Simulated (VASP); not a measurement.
# Y (Fm-3m) in VASP: a series of runs, part 2 of 2

VASP 6.6.1. Earlier steps stand in the parts before.

## (3) Single point, r2SCAN

This run uses another cell than the first one, of 33.16 Å³/atom, 1.080 times its volume.

Contents of POSCAR:

```
Y
1.0
    0.0000000000      2.5499566102      2.5499566102
    2.5499566102      0.0000000000      2.5499566102
    2.5499566102      2.5499566102      0.0000000000
Y
1
Direct
    0.0000000000      0.0000000000      0.0000000000
```

Contents of INCAR.step1:

```
SYSTEM = Y
PREC = Accurate
ENCUT = 520
ISMEAR = 0
SIGMA = 0.1
LREAL = .FALSE.
LASPH = .TRUE.
NELM = 60
NBANDS = 12
GGA = PE
ALGO = Normal
EDIFF = 1E-4
LWAVE = .TRUE.
LCHARG = .FALSE.
```

Contents of INCAR.step2:

```
SYSTEM = Y
PREC = Accurate
ENCUT = 520
EDIFF = 1E-6
ISMEAR = 0
SIGMA = 0.1
LREAL = .FALSE.
LASPH = .TRUE.
NELM = 60
ALGO = Normal
ISIF = 2
LWAVE = .FALSE.
LCHARG = .TRUE.
METAGGA = R2SCAN
LMIXTAU = .TRUE.
LELF = .TRUE.
LVHAR = .TRUE.
NBANDS = 12
ISTART = 1
```

Contents of KPOINTS:

```
Automatic mesh
0
G
  18 18 18
  0 0 0
```

Potentials or basis: VASP PAW PBE potentials, release 64 (Y_sv).

Command:

```
cat potpaw_PBE.64/Y_sv/POTCAR > POTCAR
cp INCAR.step1 INCAR
mpirun -np 1 vasp_std > vasp.out
cp INCAR.step2 INCAR
mpirun -np 1 vasp_std > vasp.out
```

Wall time 4.8 min (1 thread of Intel Xeon Platinum 8259CL at 2.50GHz (Skylake/Cascade Lake), shared host); peak memory 0.24 GiB.

The run converged. Its results:

```
Free energy : -20.2264 eV
Pressure    : 0.1 GPa
```

Levels at points of the mesh, in eV from the Fermi level:
| k point | band 2 | band 3 | band 4 | band 5 | band 6 | band 7 | band 8 | band 9 |
| --- | --- | --- | --- | --- | --- | --- | --- | --- |
| (0.00, 0.00, 0.00) | -23.27 | -23.27 | -23.27 | -4.97 | 2.03 | 2.03 | 2.03 | 4.12 |
| (0.50, 0.00, 0.00) | -23.83 | -23.34 | -23.34 | -1.98 | 0.39 | 1.85 | 1.85 | 5.55 |
| (0.50, 0.50, 0.00) | -23.79 | -23.47 | -23.47 | -1.76 | -0.80 | 1.94 | 5.58 | 5.95 |

Caveat: the PAW data sets were made with another functional, which shifts forces and pressure a little.

## (4) Single point, r2SCAN

This run uses another cell than the first one, of 33.16 Å³/atom, 1.080 times its volume.

POSCAR is that of step 3.

Contents of INCAR.step1:

```
SYSTEM = Y
  PREC = Accurate
  ENCUT = 520
  ISMEAR = 0
  SIGMA = 0.1
  LREAL = .FALSE.
  LASPH = .TRUE.
  NELM = 80
  NBANDS = 12
  GGA = PE
  ALGO = Normal
  EDIFF = 1E-4
  LWAVE = .TRUE.
  LCHARG = .FALSE.
```

Contents of INCAR.step2:

```
SYSTEM = Y
  PREC = Accurate
  ENCUT = 520
  EDIFF = 1E-6
  ISMEAR = 0
  SIGMA = 0.1
  LREAL = .FALSE.
  LASPH = .TRUE.
  NELM = 80
  ALGO = Normal
  ISIF = 2
  LWAVE = .FALSE.
  LCHARG = .TRUE.
  METAGGA = R2SCAN
  LMIXTAU = .TRUE.
  LELF = .TRUE.
  LVHAR = .TRUE.
  NBANDS = 12
  ISTART = 1
```

Contents of KPOINTS:

```
Automatic mesh
0
G
  20 20 20
  0 0 0
```

Potentials or basis: VASP PAW PBE potentials, release 64 (Y_sv).

Command:

```
cat potpaw_PBE.64/Y_sv/POTCAR > POTCAR
cp INCAR.step1 INCAR
mpirun -np 1 vasp_std > vasp.out
cp INCAR.step2 INCAR
mpirun -np 1 vasp_std > vasp.out
```

OUTCAR:

```text
SYSTEM = Y
   PREC = Accurate
   ENCUT = 520
   EDIFF = 1E-6
   ISMEAR = 0
   LREAL = .FALSE.
   LASPH = .TRUE.
   NELM = 80
   ISIF = 2
   METAGGA = R2SCAN
   ISTART = 1

 ion  position               nearest neighbor table
   1  0.000  0.000  0.000-

  LATTYP: Found a face centered cubic cell.
 ALAT       =     5.0999132204

  Lattice vectors:

 A1 = (   0.0000000000,   2.5499566102,   2.5499566102)
[... 530 lines left out ...]
      2     -20.6942      2.00000
      3     -20.3003      2.00000
      4     -20.2817      2.00000
      5       0.5989      2.00000
      6       3.4164      0.00000
      7       4.9806      0.00000
      8       5.1035      0.00000
      9       7.7053      0.00000
     10       8.2252      0.00000
     11      11.6222      0.00000
     12      13.4316      0.00000

 [... further k-points ...]
[... 5 lines left out ...]
  --------------------------------------------------------------------------------------
  -------------------------------------------------------------------------------------
  Total        0.0255928      0.0255928      0.0255928     -0.0000000     -0.0000000      0.0000000
  in kB        1.2365189      1.2365189      1.2365189     -0.0000000     -0.0000000      0.0000000
  external PRESSURE =       1.2365189 kB  Pullay stress =       0.0000000 kB

 VOLUME and BASIS-vectors are now :
 -----------------------------------------------------------------------------
  energy-cutoff  :      520.00
  volume of cell :       33.16
      direct lattice vectors                 reciprocal lattice vectors
     0.000000000  2.549956610  2.549956610    -0.196081768  0.196081768  0.196081768
     2.549956610  0.000000000  2.549956610     0.196081768 -0.196081768  0.196081768
     2.549956610  2.549956610  0.000000000     0.196081768  0.196081768 -0.196081768

 POSITION                                       TOTAL-FORCE (eV/Angst)
 -----------------------------------------------------------------------------------
      0.00000      0.00000      0.00000        -0.000000     -0.000000     -0.000000
 -----------------------------------------------------------------------------------
    total drift:                               -0.000000     -0.000000     -0.000000

  FREE ENERGIE OF THE ION-ELECTRON SYSTEM (eV)
  ---------------------------------------------------
  free  energy   TOTEN  =       -20.2261906086 eV

  energy  without entropy=      -20.2176736904  energy(sigma->0) =      -20.22193215
```

OUTCAR.step1:

```text
SYSTEM = Y
   PREC = Accurate
   ENCUT = 520
   ISMEAR = 0
   LREAL = .FALSE.
   LASPH = .TRUE.
[... 576 lines left out ...]
 POSITION                                       TOTAL-FORCE (eV/Angst)
 -----------------------------------------------------------------------------------
      0.00000      0.00000      0.00000        -0.000000     -0.000000     -0.000000
 -----------------------------------------------------------------------------------
    total drift:                               -0.000000     -0.000000     -0.000000

  FREE ENERGIE OF THE ION-ELECTRON SYSTEM (eV)
  ---------------------------------------------------
  free  energy   TOTEN  =        -6.4086574226 eV

  energy  without entropy=       -6.4003942687  energy(sigma->0) =       -6.40452585
```

It took 6.2 min on 1 thread of Intel Xeon Platinum 8259CL at 2.50GHz (Skylake/Cascade Lake), shared host; peak memory 0.27 GiB.

Results:

```yaml
Free_energy: -20.2262 eV
Pressure: 0.1 GPa
```

Caveat: the PAW data sets were made with another functional, which shifts forces and pressure a little.

## (5) Overview

| cell | k mesh | gap on the mesh (eV) | pressure (GPa) |
| --- | --- | --- | --- |
| a = 3.514 Å, angles 60.0°, 1 atom | 6 × 6 × 6 | none | 3.5 |
| a = 3.606 Å, angles 60.0°, 1 atom | 18 × 18 × 18 | none | 0.1 |
| a = 3.606 Å, angles 60.0°, 1 atom | 20 × 20 × 20 | none | 0.1 |

Alike in all rows: task single point; level r2SCAN; potentials or basis VASP PAW PBE potentials, release 64 (Y_sv); no spin polarisation; cutoff (eV) 520; smearing gaussian 0.1 eV.

Caveats: some runs use coarse meshes; the PAW data sets were made with another functional, which shifts forces and pressure a little.

Total energies depend on the potentials used, so only differences within one code and one set of settings carry meaning.
